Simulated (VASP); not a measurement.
Here is a VASP 6.6.1 calculation.

INCAR

```
SYSTEM = Na
ALGO = Fast ; EDIFF = 1E-7
ENCUT = 520 ; GGA = PE
ISIF = 2 ; ISMEAR = 0
LASPH = .TRUE. ; LCHARG = .FALSE.
LREAL = .FALSE. ; LWAVE = .FALSE.
NBANDS = 10 ; NELM = 100
PREC = Accurate ; SIGMA = 0.15
```

KPOINTS

```
k-points
0
G
  16 16 16
  0 0 0
```

POSCAR

```
Na
1.0
   -2.1042656250      2.1175000000      2.1042656250
    2.1307343750     -2.1175000000      2.1307343750
    2.1042656250      2.1175000000     -2.1042656250
Na
1
Direct
    0.0000000000      0.0000000000      0.0000000000
```

Potentials or basis: VASP PAW PBE potentials, release 64 (Na_pv).

Launch:

```console
$ cat potpaw_PBE.64/Na_pv/POTCAR > POTCAR
$ mpirun -np 1 vasp_std > vasp.out
```

Question: Estimate the pressure.

Answer: -0.2 GPa.

Stress tensor (GPa, compression positive):
```
-0.21  0.00 -0.08
 0.00 -0.21  0.00
-0.08  0.00 -0.21
```

Caveat: the cell differs from its parent crystal (strain +0.0125 x Voigt [0, 0, 0, 0, 1, 0]).
